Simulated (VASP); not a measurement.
A run of VASP 6.6.1:

Contents of POSCAR:

```
MnSi
1.0
    3.0721807200      0.0000000000      0.0000000000
    0.0000000000      3.0721807200      0.0000000000
    0.0000000000      0.0000000000      3.0721807200
Mn Si
1 1
Direct
    0.0000000000      0.0000000000      0.0000000000
    0.5000000000      0.5000000000      0.5000000000
```

File INCAR.step1:

```
SYSTEM = MnSi
PREC = Accurate
ENCUT = 600
EDIFF = 1E-5
ISMEAR = -1
SIGMA = 0.05
LREAL = .FALSE.
LASPH = .TRUE.
NELM = 150
ALGO = Normal
LWAVE = .TRUE.
LCHARG = .FALSE.
ISPIN = 2
MAGMOM = 4 0
LORBIT = 11
LMAXMIX = 4
GGA = PE
NBANDS = 20
KPAR = 4
```

Contents of INCAR.step2:

```
SYSTEM = MnSi
PREC = Accurate
ENCUT = 600
EDIFF = 1E-6
ISMEAR = -1
SIGMA = 0.05
LREAL = .FALSE.
LASPH = .TRUE.
NELM = 150
ALGO = Normal
ISIF = 3
LWAVE = .FALSE.
LCHARG = .FALSE.
ISPIN = 2
MAGMOM = 4 0
LORBIT = 11
LMAXMIX = 4
GGA = PE
LHFCALC = .TRUE.
AEXX = 0.25
HFSCREEN = 0.3
PRECFOCK = Normal
IBRION = 2
NSW = 60
EDIFFG = -0.01
ISTART = 1
KPAR = 4
```

The input KPOINTS:

```
regular mesh
0
G
  5 5 5
  0 0 0
```

Potentials or basis: VASP PAW PBE potentials, release 64 (Mn_pv, Si).

Launch:

```sh
$ cat potpaw_PBE.64/Mn_pv/POTCAR potpaw_PBE.64/Si/POTCAR > POTCAR
$ cp INCAR.step1 INCAR
$ mpirun -np 4 vasp_std > vasp.out
$ cp INCAR.step2 INCAR
$ mpirun -np 4 vasp_std > vasp.out
```

Hardware: 4 MPI ranks on Intel(R) Xeon(R) Platinum 8375C CPU @ 2.90GHz (Ice Lake) (shared host).

**Question.** How long does it take, and how much memory?

**Answer.** Wall time 19 min on 4 MPI ranks on Intel(R) Xeon(R) Platinum 8375C CPU @ 2.90GHz (Ice Lake) (shared host), peak memory 0.28 GiB a rank. Counts: k points 10, ion steps 3.
